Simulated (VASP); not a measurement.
SnH, 4 atoms in the cell. It takes space group Fd-3m (No. 227, cubic). Conventional cell: a = 6.468 Å, b = 6.468 Å, c = 6.468 Å, α = 90.00°, β = 90.00°, γ = 90.00°. Within 3.7 Å of Sn (site symmetry -43m) lie 4 Sn at 2.80 Å and 10 H at 2.80 to 3.23 Å. Within 3.7 Å of H (site symmetry -43m) lie 10 Sn at 2.80 to 3.23 Å and 4 H at 2.80 Å. 

```yaml
Program: VASP 6.6.1
Task: single point
Functional: r2SCAN
Potentials_or_basis: VASP PAW PBE potentials, release 64 (Sn_d, H)
Cutoff: 520 eV
k_mesh: 10 × 10 × 10
Occupations: gaussian, width 0.1 eV
Spin: no spin polarisation
Dipole_correction: no
Further_INCAR_settings: ALGO = Normal; EDIFF = 1e-06; NBANDS = 23
```

Potentials or basis: VASP PAW PBE potentials, release 64 (Sn_d, H).

Command:

```console
$ cat potpaw_PBE.64/Sn_d/POTCAR potpaw_PBE.64/H/POTCAR > POTCAR
$ cp INCAR.step1 INCAR
$ mpirun -np 1 vasp_std > vasp.out
$ cp INCAR.step2 INCAR
$ mpirun -np 1 vasp_std > vasp.out
```

Hardware: 1 thread of Intel(R) Xeon(R) Platinum 8259CL CPU @ 2.50GHz (Skylake/Cascade Lake) (shared host).

Estimate the wall time of this run.

Run time: 3.3 min on 1 thread of Intel(R) Xeon(R) Platinum 8259CL CPU @ 2.50GHz (Skylake/Cascade Lake) (shared host), peak memory 0.24 GiB. Counts: k points 47.
